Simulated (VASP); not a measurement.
# CaHg (Pm-3m) in VASP: notebook

Runs on CaHg. Level: LDA. Tasks: single point, relaxation of cell and atoms.

Program: VASP 6.6.1. These are calculated values, not measurements. Logs are shortened: lines on timing, memory, paths and dates and some standing lists are left out, and cuts for length are marked.

### Step 1. The cell of the first run

It takes space group Pm-3m (No. 221, cubic). The conventional cell has a = 3.651 Å, b = 3.651 Å, c = 3.651 Å, α = 90.00°, β = 90.00°, γ = 90.00°. Ca (site symmetry m-3m) has 8 Hg at 3.16 Å and 6 Ca at 3.65 Å within 4.2 Å. Within 4.2 Å of Hg (site symmetry m-3m) lie 8 Ca at 3.16 Å and 6 Hg at 3.65 Å.

### Step 2. Single point, LDA

INCAR

```
ALGO = Normal
EDIFF = 1E-6
ENCUT = 520
GGA = CA
ISIF = 2
ISMEAR = -1
LASPH = True
LCHARG = False
LREAL = False
LWAVE = False
NBANDS = 18
NELM = 100
PREC = Accurate
SIGMA = 0.15
```

KPOINTS

```
k-points
0
Gamma
  5 5 5
```

POSCAR

```
CaHg
1.0
    3.6512077697      0.0000000000      0.0000000000
    0.0000000000      3.6512077697      0.0000000000
    0.0000000000      0.0000000000      3.6512077697
Ca Hg
1 1
Direct
    0.0000000000      0.0000000000      0.0000000000
    0.5000000000      0.5000000000      0.5000000000
```

Potentials or basis: VASP PAW LDA potentials, release 64 (Ca_sv, Hg).

Run with:

```
$ cat potpaw_LDA.64/Ca_sv/POTCAR potpaw_LDA.64/Hg/POTCAR > POTCAR
$ mpirun -np 1 vasp_std > vasp.out
```

OUTCAR:

```text
EDIFF = 1E-6
   ENCUT = 520
   GGA = CA
   ISIF = 2
   ISMEAR = -1
   LASPH = True
   LREAL = False
   NELM = 100
   PREC = Accurate

 ion  position               nearest neighbor table
   1  0.000  0.000  0.000-   2 3.16   2 3.16   2 3.16   2 3.16   2 3.16   2 3.16   2 3.16   2 3.16

   2  0.500  0.500  0.500-   1 3.16   1 3.16   1 3.16   1 3.16   1 3.16   1 3.16   1 3.16   1 3.16

  LATTYP: Found a simple cubic cell.
 ALAT       =     3.6512077697

  Lattice vectors:

 A1 = (   3.6512077697,   0.0000000000,   0.0000000000)
 A2 = (   0.0000000000,   3.6512077697,   0.0000000000)
 A3 = (   0.0000000000,   0.0000000000,   3.6512077697)

Analysis of symmetry for initial positions (statically):
=====================================================================
 Subroutine PRICEL returns:
 Original cell was already a primitive cell.

 Routine SETGRP: Setting up the symmetry group for a
 simple cubic supercell.

 Subroutine GETGRP returns: Found 48 space group operations
 (whereof 48 operations were pure point group operations)
 out of a pool of 48 trial point group operations.

The static configuration has the point symmetry O_h .

Analysis of symmetry for dynamics (positions and initial velocities):
=====================================================================
 Subroutine PRICEL returns:
 Original cell was already a primitive cell.

 Routine SETGRP: Setting up the symmetry group for a
 simple cubic supercell.

 Subroutine GETGRP returns: Found 48 space group operations
 (whereof 48 operations were pure point group operations)
 out of a pool of 48 trial point group operations.

The dynamic configuration has the point symmetry O_h .

 Subroutine INISYM returns: Found 48 space group operations
 (whereof 48 operations are pure point group operations),
 and found     1 'primitive' translations

----------------------------------------------------------------------------------------

                                     Primitive cell

  volume of cell :      48.6754

  direct lattice vectors                    reciprocal lattice vectors
     3.651207770  0.000000000  0.000000000     0.273881976  0.000000000  0.000000000
     0.000000000  3.651207770  0.000000000     0.000000000  0.273881976  0.000000000
[... 65 lines left out ...]
   LNONCOLLINEAR =      F non collinear calculations
   LSORBIT =      F    spin-orbit coupling
   LASPH  =      T    aspherical Exc in radial PAW
   ENCUT  =  520.0 eV  38.22 Ry    6.18 a.u.   6.79  6.79  6.79*2*pi/ulx,y,z
   NELM   =    100;   NELMIN=  2; NELMDL= -5     # of ELM steps
   EDIFF  = 0.1E-05   stopping-criterion for ELM
   LREAL  =      F    real-space projection
   EDIFFG = 0.1E-04   stopping-criterion for IOM
   NSW    =      0    number of steps for IOM
   IBRION =     -1    ionic relax: 0-MD 1-quasi-New 2-CG
   NFREE  =      0    steps in history (QN), initial steepest desc. (CG)
   ISIF   =      2    stress and relaxation
   ISYM   =      2    0-nonsym 1-usesym 2-fastsym
   POTIM  = 0.5000    time-step for ionic-motion
   TEBEG  =    0.0;   TEEND  =   0.0 temperature during run
   PSTRESS=    0.0 pullay stress
   NELECT =      22.0000    total number of electrons
   NUPDOWN=      -1.0000    fix difference up-down
   EMIN   =  10.00;   EMAX   =-10.00  energy-range for DOS
   EFERMI =   0.00;   METHOD = LEGACY
   ISMEAR =    -1;   SIGMA  =   0.15  broadening in eV -4-tet -1-fermi 0-gaus
   EFERMI_NEDOS =   21; number of points for ismear=-14 and -15
   IALGO  =     38    algorithm
   IMIX   =      4    mixing-type and parameters
     AMIX     =   0.40;   BMIX     =  1.00
     AMIX_MAG =   1.60;   BMIX_MAG =  1.00
  volume/ion in A,a.u.               =      24.34       164.24
  Fermi-wavevector in a.u.,A,eV,Ry     =   1.256355  2.374167 21.475829  1.578429
  Thomas-Fermi vector in A             =   2.390067
   LORBIT       =      0    0 simple, 1 ext, 2 COOP (PROOUT), +10 PAW based schemes
   GGA     = CA    functional components
   LHFCALC =     F    Hartree Fock is set to
   AEXX    =    0.0000 exact exchange contribution
   IVDW    =     0    specifies the selected vdW correction
   LEPSILON=     F    determine dielectric tensor
   LRPA    =     F    only Hartree local field effects (RPA)
 non-spin polarized calculation
  energy-cutoff  :      520.00
  volume of cell :       48.68
 maximum number of plane-waves:      1357
 NGX is ok and might be reduce to    28
   NGX = 13   NGY = 13   NGZ = 13

 number of electron      22.0000000 magnetization

 Free energy of the ion-electron system (eV)
  ---------------------------------------------------
  ext. energy  EPLUGINS =         0.00000000
  ---------------------------------------------------
  free energy    TOTEN  =        -4.61012911 eV

  energy without entropy =       -4.51413543  energy(sigma->0) =       -4.56213227

 E-fermi :   3.3916     XC(G=0): -10.4856

 val. band max:        3.3523219873   @ k =   0.4000   0.4000   0.0000
 cond. band min:       4.2417139372   @ k =   0.2000   0.0000   0.0000
 fundamental gap:      0.8893919499
 Fermi energy:         3.3916293727

 k-point     1 :       0.0000    0.0000    0.0000
  band No.  band energies     occupation
      1     -37.0470      2.00000
      2     -18.3127      2.00000
      3     -18.3127      2.00000
      4     -18.3127      2.00000
      5      -4.1582      2.00000
      6      -4.1582      2.00000
[... 187 lines left out ...]
      5      -3.9647      2.00000
      6      -3.9121      2.00000
[... 10 lines left out ...]
     17      10.1140      0.00000
     18      10.1140      0.00000

------------------------ aborting loop because EDIFF is reached ----------------------------------------

  FORCE on cell =-STRESS in cart. coord.  units (eV):
  Direction    XX          YY          ZZ          XY          YZ          ZX
  --------------------------------------------------------------------------------------
  -------------------------------------------------------------------------------------
  Total        0.0871173      0.0871173      0.0871173      0.0000000      0.0000000      0.0000000
  in kB        2.8675134      2.8675134      2.8675134      0.0000000      0.0000000      0.0000000
  external PRESSURE =       2.8675134 kB  Pullay stress =       0.0000000 kB

 VOLUME and BASIS-vectors are now :
 -----------------------------------------------------------------------------
  energy-cutoff  :      520.00
  volume of cell :       48.68
      direct lattice vectors                 reciprocal lattice vectors
     3.651207770  0.000000000  0.000000000     0.273881976  0.000000000  0.000000000
     0.000000000  3.651207770  0.000000000     0.000000000  0.273881976  0.000000000
     0.000000000  0.000000000  3.651207770     0.000000000  0.000000000  0.273881976

 POSITION                                       TOTAL-FORCE (eV/Angst)
 -----------------------------------------------------------------------------------
      0.00000      0.00000      0.00000         0.000000      0.000000      0.000000
      1.82560      1.82560      1.82560         0.000000      0.000000      0.000000
 -----------------------------------------------------------------------------------
    total drift:                                0.000000      0.000000      0.000000

  FREE ENERGIE OF THE ION-ELECTRON SYSTEM (eV)
  ---------------------------------------------------
  free  energy   TOTEN  =        -4.6101291150 eV

  energy  without entropy=       -4.5141354345  energy(sigma->0) =       -4.56213227
```

OSZICAR:

```text
N       E                     dE             d eps       ncg     rms          rms(c)
DAV:   1     0.174569746643E+03    0.17457E+03   -0.11135E+04   360   0.120E+03
DAV:   2    -0.375534824102E-01   -0.17461E+03   -0.16961E+03   366   0.316E+02
DAV:   3    -0.490402179441E+01   -0.48665E+01   -0.48304E+01   484   0.561E+01
DAV:   4    -0.505876743654E+01   -0.15475E+00   -0.15446E+00   482   0.674E+00
DAV:   5    -0.505973119958E+01   -0.96376E-03   -0.96348E-03   444   0.617E-01    0.434E+00
DAV:   6    -0.463096819231E+01    0.42876E+00   -0.14082E+00   422   0.102E+01    0.274E+00
DAV:   7    -0.461743564966E+01    0.13533E-01   -0.64536E-02   398   0.204E+00    0.147E+00
DAV:   8    -0.461034388436E+01    0.70918E-02   -0.90583E-03   420   0.105E+00    0.135E-01
DAV:   9    -0.461013705202E+01    0.20683E-03   -0.56204E-04   522   0.200E-01    0.459E-02
DAV:  10    -0.461012994152E+01    0.71105E-05   -0.48053E-05   464   0.435E-02    0.108E-02
DAV:  11    -0.461012911500E+01    0.82653E-06   -0.91351E-06   470   0.156E-02
   1 F= -.46101291E+01 E0= -.45621323E+01  d E =-.959937E-01
```

stdout:

```text
POSCAR found type information on POSCAR CaHg
 POSCAR found :  2 types and       2 ions
 scaLAPACK will be used
 LDA part: xc-table for (Slater(with rela. corr.)+CA(PZ))
 , standard interpolation
 POSCAR, INCAR and KPOINTS ok, starting setup
 FFT: planning ... GRIDC
 FFT: planning ... GRID_SOFT
 FFT: planning ... GRID
 WAVECAR not read
 entering main loop
```

It took 3.4 s on 1 thread of Intel Xeon 6975P-C (Granite Rapids), shared host; peak memory 0.14 GiB.

Results:

- Free energy: -4.6101 eV
- Pressure: 0.3 GPa
- Band gap on the k mesh: zero (band 11 reaches 5.35 eV, above the bottom of band 12 at 3.01 eV)

Levels at points of the mesh, in eV from the Fermi level:
| k point | band 8 | band 9 | band 10 | band 11 | band 12 | band 13 | band 14 | band 15 |
| --- | --- | --- | --- | --- | --- | --- | --- | --- |
| (0.00, 0.00, 0.00) | -6.95 | -6.95 | -6.95 | 1.96 | 1.96 | 4.83 | 4.83 | 4.83 |

Caveat: spin-orbit coupling is left out, which moves the levels of the heavy elements.

### Step 3. Relaxation of cell and atoms, LDA

This run uses another cell than the first one, of 26.47 Å³/atom, 1.087 times its volume.

INCAR

```
SYSTEM = CaHg
ALGO = Normal
EDIFF = 1E-7
EDIFFG = -0.02
ENCUT = 600
IBRION = 2
ISIF = 3
ISMEAR = -1
LASPH = .True.
LCHARG = .False.
LREAL = .False.
LWAVE = .False.
NELM = 60
NSW = 60
PREC = Accurate
SIGMA = 0.15
```

KPOINTS

```
k-points
0
Gamma
  5 5 5
  0 0 0
```

POSCAR

```
CaHg
1.0
    3.7546546800      0.0000000000      0.0000000000
    0.0000000000      3.7546546800      0.0000000000
    0.0000000000      0.0000000000      3.7546546800
Ca Hg
1 1
Direct
    0.0000000000      0.0000000000      0.0000000000
    0.5000000000      0.5000000000      0.5000000000
```

Potentials or basis: VASP PAW LDA potentials, release 64 (Ca_sv, Hg).

Run with:

```
$ cat potpaw_LDA.64/Ca_sv/POTCAR potpaw_LDA.64/Hg/POTCAR > POTCAR
$ mpirun -np 1 vasp_std > vasp.out
```

Wall time 7.4 s (1 thread of Intel Xeon 6975P-C (Granite Rapids), shared host); peak memory 0.15 GiB.

It converged, with:

```
Free energy                            : -4.6111 eV
Relaxed volume                         : 24.50 Å³/atom
Relaxed cell                           : a = 3.659 Å, b = 3.659 Å, c = 3.659 Å, α = 90.00°, β = 90.00°, γ = 90.00°
Space group after relaxing (to 0.05 Å) : Pm-3m (No. 221)
Energy gained by relaxing              : 21.0 meV/atom
Ionic steps                            : 2
Pressure after relaxing                : 0.0 GPa
Band gap on the k mesh                 : zero (band 11 reaches 5.31 eV, above the bottom of band 12 at 2.97 eV)
```

The path:
| step | energy change (eV) | largest force (eV/Å) | pressure (GPa) | volume (Å³) |
| --- | --- | --- | --- | --- |
| 1 | 0.0000 | 0.0000 | -3.19 | 52.93 |
| 2 | -0.0419 | 0.0000 | 0.01 | 49.00 |

Final structure:
```
Ca Hg
1.0
     3.65927    0.00000    0.00000
     0.00000    3.65927    0.00000
     0.00000    0.00000    3.65927
Ca Hg
1 1
Direct
  0.00000 0.00000 0.00000
  0.50000 0.50000 0.50000
```

Levels at points of the mesh, in eV from the Fermi level:
| k point | band 9 | band 10 | band 11 | band 12 | band 13 | band 14 |
| --- | --- | --- | --- | --- | --- | --- |
| (0.00, 0.00, 0.00) | -6.94 | -6.94 | 1.95 | 1.95 | 4.80 | 4.80 |

Caveat: spin-orbit coupling is left out, which moves the levels of the heavy elements.
